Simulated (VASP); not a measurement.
# Cs (Fd-3m) in VASP: a series of runs

Runs on Cs. Level: PBE. Tasks: single point.

All numbers are computed with VASP 6.6.1; they aren't measurements. Logs are shortened: lines on timing, memory, paths and dates and some standing lists are left out, and cuts for length are marked.

## (1) The cell of the first run

It takes space group Fd-3m (No. 227, cubic). The conventional cell has a = 8.421 Å, b = 8.421 Å, c = 8.421 Å, α = 90.00°, β = 90.00°, γ = 90.00°. Cs (site symmetry -43m) has 4 Cs at 3.65 Å within 4.8 Å.

## (2) Single point, PBE (volume scaled by 0.4)

INCAR

```
SYSTEM = Cs
ALGO = Normal ; EDIFF = 1E-7
ENCUT = 520 ; GGA = PE
ISIF = 2 ; ISMEAR = -1
LASPH = .True. ; LCHARG = .False.
LREAL = .False. ; LWAVE = .False.
NBANDS = 16 ; NELM = 60
PREC = Accurate ; SIGMA = 0.08
```

KPOINTS

```
k-points
0
Gamma
  6 6 6
  0 0 0
```

POSCAR

```
Cs
1.0
    0.0000000000      4.2107303546      4.2107303546
    4.2107303546      0.0000000000      4.2107303546
    4.2107303546      4.2107303546      0.0000000000
Cs
2
Direct
   -0.1250000000     -0.1250000000     -0.1250000000
    0.1250000000      0.1250000000      0.1250000000
```

Potentials or basis: VASP PAW PBE potentials, release 64 (Cs_sv).

Command:

```sh
$ cat potpaw_PBE.64/Cs_sv/POTCAR > POTCAR
$ mpirun -np 1 vasp_std > vasp.out
```

OUTCAR:

```text
SYSTEM = Cs
   EDIFF = 1E-7
   ENCUT = 520
   GGA = PE
   ISIF = 2
   ISMEAR = -1
   LASPH = .True.
   LREAL = .False.
   NELM = 60
   PREC = Accurate

 ion  position               nearest neighbor table
   1  0.875  0.875  0.875-
   2  0.125  0.125  0.125-

  LATTYP: Found a face centered cubic cell.
 ALAT       =     8.4214607092

  Lattice vectors:

 A1 = (   0.0000000000,   4.2107303546,   4.2107303546)
 A2 = (   4.2107303546,   0.0000000000,   4.2107303546)
 A3 = (   4.2107303546,   4.2107303546,   0.0000000000)

Analysis of symmetry for initial positions (statically):
=====================================================================
 Subroutine PRICEL returns:
 Original cell was already a primitive cell.

 Routine SETGRP: Setting up the symmetry group for a
 face centered cubic supercell.

 Subroutine GETGRP returns: Found 48 space group operations
 (whereof 12 operations were pure point group operations)
 out of a pool of 48 trial point group operations.

The static configuration has the point symmetry D_3d.
 The point group associated with its full space group is O_h .

Analysis of symmetry for dynamics (positions and initial velocities):
=====================================================================
 Subroutine PRICEL returns:
 Original cell was already a primitive cell.

 Routine SETGRP: Setting up the symmetry group for a
 face centered cubic supercell.

 Subroutine GETGRP returns: Found 48 space group operations
 (whereof 12 operations were pure point group operations)
 out of a pool of 48 trial point group operations.

The dynamic configuration has the point symmetry D_3d.
 The point group associated with its full space group is O_h .

 Subroutine INISYM returns: Found 48 space group operations
 (whereof 12 operations are pure point group operations),
 and found     1 'primitive' translations

----------------------------------------------------------------------------------------

                                     Primitive cell

  volume of cell :     149.3146

  direct lattice vectors                    reciprocal lattice vectors
     0.000000000  4.210730355  4.210730355    -0.118744246  0.118744246  0.118744246
     4.210730355  0.000000000  4.210730355     0.118744246 -0.118744246  0.118744246
     4.210730355  4.210730355  0.000000000     0.118744246  0.118744246 -0.118744246

  length of vectors
     5.954871975  5.954871975  5.954871975     0.205671067  0.205671067  0.205671067

  position of ions in fractional coordinates (direct lattice)
     0.875000000  0.875000000  0.875000000
     0.125000000  0.125000000  0.125000000

  ion indices of the primitive-cell ions
   primitive index   ion index
                 1           1
                 2           2

----------------------------------------------------------------------------------------

 KPOINTS: k-points

Automatic generation of k-mesh.
 Grid dimensions read from file:
 generate k-points for:    6    6    6

 Generating k-lattice:

  Cartesian coordinates                     Fractional coordinates (reciprocal lattice)
    -0.019790708  0.019790708  0.019790708     0.166666667  0.000000000  0.000000000
     0.019790708 -0.019790708  0.019790708     0.000000000  0.166666667  0.000000000
     0.019790708  0.019790708 -0.019790708     0.000000000  0.000000000  0.166666667

  Length of vectors
     0.034278511  0.034278511  0.034278511

  Shift w.r.t. Gamma in fractional coordinates (k-lattice)
     0.000000000  0.000000000  0.000000000

 Subroutine IBZKPT returns following result:
 ===========================================

 Found     16 irreducible k-points:

 Following reciprocal coordinates:
            Coordinates               Weight
  0.000000  0.000000  0.000000      1.000000
  0.166667  0.000000  0.000000      8.000000
  0.333333  0.000000  0.000000      8.000000
  0.500000  0.000000  0.000000      4.000000
  0.166667  0.166667  0.000000      6.000000
  0.333333  0.166667  0.000000     24.000000
[... 8 lines left out ...]
 -0.333333  0.333333  0.166667     24.000000
 -0.333333  0.500000  0.166667     12.000000
   k-points           NKPTS =     16   k-points in BZ     NKDIM =     16   number of bands    NBANDS=     16
   number of dos      NEDOS =    301   number of ions     NIONS =      2
   total plane-waves  NPLWV = 110592
   dimension x,y,z NGX =    48 NGY =   48 NGZ =   48
   dimension x,y,z NGXF=    96 NGYF=   96 NGZF=   96
   ions per type =               2
   NGX,Y,Z   is equivalent  to a cutoff of  13.40, 13.40, 13.40 a.u.
   NGXF,Y,Z  is equivalent  to a cutoff of  26.80, 26.80, 26.80 a.u.
 SYSTEM =  Cs
   PREC   = accura    normal or accurate (medium, high low for compatibility)
   ISTART =      0    job   : 0-new  1-cont  2-samecut
   ICHARG =      2    charge: 1-file 2-atom 10-const
   ISPIN  =      1    spin polarized calculation?
   LNONCOLLINEAR =      F non collinear calculations
   LSORBIT =      F    spin-orbit coupling
   LASPH  =      T    aspherical Exc in radial PAW
   ENCUT  =  520.0 eV  38.22 Ry    6.18 a.u.  11.07 11.07 11.07*2*pi/ulx,y,z
   NELM   =     60;   NELMIN=  2; NELMDL= -5     # of ELM steps
   EDIFF  = 0.1E-06   stopping-criterion for ELM
   LREAL  =      F    real-space projection
   EDIFFG = 0.1E-05   stopping-criterion for IOM
   NSW    =      0    number of steps for IOM
   IBRION =     -1    ionic relax: 0-MD 1-quasi-New 2-CG
   NFREE  =      0    steps in history (QN), initial steepest desc. (CG)
   ISIF   =      2    stress and relaxation
   ISYM   =      2    0-nonsym 1-usesym 2-fastsym
   POTIM  = 0.5000    time-step for ionic-motion
   TEBEG  =    0.0;   TEEND  =   0.0 temperature during run
   PSTRESS=    0.0 pullay stress
   NELECT =      18.0000    total number of electrons
   NUPDOWN=      -1.0000    fix difference up-down
   EMIN   =  10.00;   EMAX   =-10.00  energy-range for DOS
   EFERMI =   0.00;   METHOD = LEGACY
   ISMEAR =    -1;   SIGMA  =   0.08  broadening in eV -4-tet -1-fermi 0-gaus
   EFERMI_NEDOS =   21; number of points for ismear=-14 and -15
   IALGO  =     38    algorithm
   IMIX   =      4    mixing-type and parameters
     AMIX     =   0.40;   BMIX     =  1.00
     AMIX_MAG =   1.60;   BMIX_MAG =  1.00
  volume/ion in A,a.u.               =      74.66       503.81
  Fermi-wavevector in a.u.,A,eV,Ry     =   0.808720  1.528259  8.898594  0.654028
  Thomas-Fermi vector in A             =   1.917578
   LORBIT       =      0    0 simple, 1 ext, 2 COOP (PROOUT), +10 PAW based schemes
   GGA     = PE    functional components
[... 5 lines left out ...]
 non-spin polarized calculation
  energy-cutoff  :      520.00
  volume of cell :      149.31
 maximum number of plane-waves:      4044
 NGX is ok and might be reduce to    48
   NGX = 23   NGY = 23   NGZ = 23

 number of electron      17.9999999 magnetization

 Free energy of the ion-electron system (eV)
  ---------------------------------------------------
  ext. energy  EPLUGINS =         0.00000000
  ---------------------------------------------------
  free energy    TOTEN  =        -0.47403550 eV

  energy without entropy =       -0.38761157  energy(sigma->0) =       -0.43082354

 E-fermi :   1.6117     XC(G=0):  -6.5988

 val. band max:        1.5774703288   @ k =  -0.3333   0.5000   0.1667
 cond. band min:       1.6416724654   @ k =   0.5000   0.3333   0.0000
 fundamental gap:      0.0642021366
 Fermi energy:         1.6117414694

 k-point     1 :       0.0000    0.0000    0.0000
  band No.  band energies     occupation
      1     -22.8492      2.00000
      2     -22.3845      2.00000
      3      -9.9199      2.00000
      4      -9.9199      2.00000
      5      -9.9199      2.00000
      6      -9.0388      2.00000
[... 8 lines left out ...]
     15       4.7318      0.00000
     16       4.7318      0.00000

 k-point     2 :       0.1667    0.0000    0.0000
  band No.  band energies     occupation
      1     -22.8273      2.00000
      2     -22.4086      2.00000
      3      -9.9529      2.00000
      4      -9.9529      2.00000
      5      -9.9297      2.00000
      6      -9.0306      2.00000
[... 8 lines left out ...]
     15       3.9758      0.00000
     16       4.6526      0.00000

 k-point     3 :       0.3333    0.0000    0.0000
  band No.  band energies     occupation
      1     -22.7737      2.00000
      2     -22.4666      2.00000
      3     -10.0116      2.00000
      4     -10.0116      2.00000
      5      -9.9546      2.00000
      6      -9.0054      2.00000
[... 8 lines left out ...]
     15       3.8711      0.00000
     16       5.2002      0.00000

 k-point     4 :       0.5000    0.0000    0.0000
  band No.  band energies     occupation
      1     -22.7372      2.00000
      2     -22.5053      2.00000
      3     -10.0382      2.00000
      4     -10.0382      2.00000
      5      -9.9693      2.00000
      6      -8.9889      2.00000
[... 8 lines left out ...]
     15       4.0704      0.00000
     16       5.4910      0.00000
[... 172 lines left out ...]
 k-point    14 :       0.5000    0.3333    0.1667
  band No.  band energies     occupation
      1     -22.7221      2.00000
      2     -22.5212      2.00000
      3     -10.1482      2.00000
      4     -10.0885      2.00000
      5      -9.7262      2.00000
      6      -9.2408      2.00000
[... 8 lines left out ...]
     15       4.5290      0.00000
     16       4.8353      0.00000

 k-point    15 :      -0.3333    0.3333    0.1667
  band No.  band energies     occupation
      1     -22.6804      2.00000
      2     -22.5644      2.00000
      3     -10.1797      2.00000
      4     -10.1152      2.00000
      5      -9.6630      2.00000
      6      -9.2967      2.00000
[... 8 lines left out ...]
     15       4.7253      0.00000
     16       4.8595      0.00000

 k-point    16 :      -0.3333    0.5000    0.1667
  band No.  band energies     occupation
      1     -22.6227      2.00000
      2     -22.6227      2.00000
      3     -10.1657      2.00000
      4     -10.1657      2.00000
      5      -9.4858      2.00000
      6      -9.4858      2.00000
[... 8 lines left out ...]
     15       4.5840      0.00000
     16       4.5840      0.00000

------------------------ aborting loop because EDIFF is reached ----------------------------------------

  FORCE on cell =-STRESS in cart. coord.  units (eV):
  Direction    XX          YY          ZZ          XY          YZ          ZX
  --------------------------------------------------------------------------------------
  -------------------------------------------------------------------------------------
  Total        1.8050839      1.8050839      1.8050839      0.0000000      0.0000000      0.0000000
  in kB       19.3689327     19.3689327     19.3689327      0.0000000      0.0000000      0.0000000
  external PRESSURE =      19.3689327 kB  Pullay stress =       0.0000000 kB

 VOLUME and BASIS-vectors are now :
 -----------------------------------------------------------------------------
  energy-cutoff  :      520.00
  volume of cell :      149.31
      direct lattice vectors                 reciprocal lattice vectors
     0.000000000  4.210730355  4.210730355    -0.118744246  0.118744246  0.118744246
     4.210730355  0.000000000  4.210730355     0.118744246 -0.118744246  0.118744246
     4.210730355  4.210730355  0.000000000     0.118744246  0.118744246 -0.118744246

 POSITION                                       TOTAL-FORCE (eV/Angst)
 -----------------------------------------------------------------------------------
      7.36878      7.36878      7.36878        -0.000000     -0.000000     -0.000000
      1.05268      1.05268      1.05268         0.000000      0.000000      0.000000
 -----------------------------------------------------------------------------------
    total drift:                                0.000000      0.000000      0.000000

  FREE ENERGIE OF THE ION-ELECTRON SYSTEM (eV)
  ---------------------------------------------------
  free  energy   TOTEN  =        -0.4740355026 eV

  energy  without entropy=       -0.3876115741  energy(sigma->0) =       -0.43082354
```

Run time: 78 s. Hardware: 1 thread of Intel Xeon 6975P-C, shared host; peak memory 0.31 GiB.

Results:

```
Free energy            : -0.4740 eV
Pressure               : 1.9 GPa
Band gap on the k mesh : zero (band 9 reaches 1.65 eV, above the bottom of band 10 at 1.56 eV)
```

Caveat: spin-orbit coupling is left out, which moves the levels of the heavy elements.

(Continued in part 2 of 2.)
